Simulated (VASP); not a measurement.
Set up this calculation in VASP 6.6.1, as the native input.

| Quantity | Value |
| --- | --- |
| Task | single point |
| Functional | r2SCAN-based global hybrid with 10 % exact exchange |
| Potentials or basis | VASP PAW PBE potentials, release 64 (I) |
| Cutoff | 520 eV |
| k mesh | 4 × 4 × 2 |
| Occupations | fermi-dirac, width 0.05 eV |
| Spin | no spin polarisation |
| Dipole correction | no |
| Grid for exact exchange (PRECFOCK) | Normal |
| Share of exact exchange | 0.1 |
| Further INCAR settings | ALGO = Normal; EDIFF = 1e-06; NBANDS = 22 |

I:

```
I
1.0
     3.63503   -2.39502    0.00000
     3.63503    2.39502    0.00000
     0.00000    0.00000    9.79344
I
4
Direct
  0.64930 0.35070 0.38440
  0.14930 0.85070 0.11560
  0.35070 0.64930 0.61560
  0.85070 0.14930 0.88440
```

The input as run:

POSCAR

```
I
1.0
    3.6350350000     -2.3950200000      0.0000000000
    3.6350350000      2.3950200000      0.0000000000
    0.0000000000      0.0000000000      9.7934400000
I
4
Direct
    0.6493000000      0.3507000000      0.3844000000
    0.1493000000      0.8507000000      0.1156000000
    0.3507000000      0.6493000000      0.6156000000
    0.8507000000      0.1493000000      0.8844000000
```

INCAR.step1

```
PREC = Accurate
ENCUT = 520
EDIFF = 1E-5
ISMEAR = -1
SIGMA = 0.05
LREAL = F
LASPH = T
NELM = 100
ALGO = Normal
ISIF = 2
LWAVE = T
LCHARG = F
NBANDS = 22
GGA = PE
```

INCAR.step2

```
PREC = Accurate
ENCUT = 520
EDIFF = 1E-6
ISMEAR = -1
SIGMA = 0.05
LREAL = F
LASPH = T
NELM = 100
ALGO = Normal
ISIF = 2
LWAVE = F
LCHARG = F
METAGGA = R2SCAN
LHFCALC = T
AEXX = 0.1
LMIXTAU = T
PRECFOCK = Normal
NBANDS = 22
ISTART = 1
```

KPOINTS

```
Automatic mesh
0
Gamma
  4 4 2
```

Potentials or basis: VASP PAW PBE potentials, release 64 (I).

Run with:

```console
$ cat potpaw_PBE.64/I/POTCAR > POTCAR
$ cp INCAR.step1 INCAR
$ mpirun -np 1 vasp_std > vasp.out
$ cp INCAR.step2 INCAR
$ mpirun -np 1 vasp_std > vasp.out
```

Results of the run:

```json
{"Pressure": "0.9 GPa", "Largest force": "0.406 eV/Å", "Band gap on the k mesh": "2.09 eV (least direct gap 2.28 eV)"}
```

Caveat: the PAW data sets were made with another functional, which shifts forces and pressure a little; spin-orbit coupling is left out, which moves the levels of the heavy elements.

Wall time 45 min on 1 thread of AMD EPYC 7R13 Processor (Zen 3) (shared host), peak memory 0.34 GiB.
